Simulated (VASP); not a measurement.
Crystal: Ba3Mo.

```
Ba Mo
1.0
     4.97798    0.00000    0.00000
     0.00000    4.97798    0.00000
     0.00000    0.00000    4.92681
Ba Mo
3 1
Direct
  0.00000 0.50000 0.50000
  0.50000 0.00000 0.50000
  0.50000 0.50000 0.00000
  0.00000 0.00000 0.00000
```

```yaml
Program: VASP 6.6.1
Task: relaxation of cell and atoms
Functional: PBE
Potentials_or_basis: VASP PAW PBE potentials, release 64 (Ba_sv, Mo_sv)
Cutoff: 600 eV
k_mesh: 4 × 4 × 4
Occupations: gaussian, width 0.1 eV
Spin: no spin polarisation
```

At the start: pressure 6.7 GPa; volume 30.52 Å³/atom.

Question: Where does the relaxation end?

Answer: Over 3 steps the energy falls by 147.6 meV/atom and the volume is 39.17 Å³/atom (+28.3 %); space group Pm-3m (No. 221, to 0.1 Å) before and after.

The path:
```
step  energy change (eV)  largest force (eV/Å)  pressure (GPa)  volume (Å³)
   1              0.0000                0.0000            6.67       122.09
   2             -0.5575                0.0000            1.33       145.93
   3             -0.5904                0.0000           -0.11       156.66
```

Final structure:
```yaml
crystal:
  lattice:
    - [5.40856, 0.00000, 0.00000]
    - [0.00000, 5.40856, 0.00000]
    - [0.00000, 0.00000, 5.35549]
  atoms:
    - { symbol: Ba, position: [0.00000, 0.50000, 0.50000] }
    - { symbol: Ba, position: [0.50000, 0.00000, 0.50000] }
    - { symbol: Ba, position: [0.50000, 0.50000, 0.00000] }
    - { symbol: Mo, position: [0.00000, 0.00000, 0.00000] }
```

Caveat: the volume moved by over 15 % at a fixed basis, so the end points are rough.
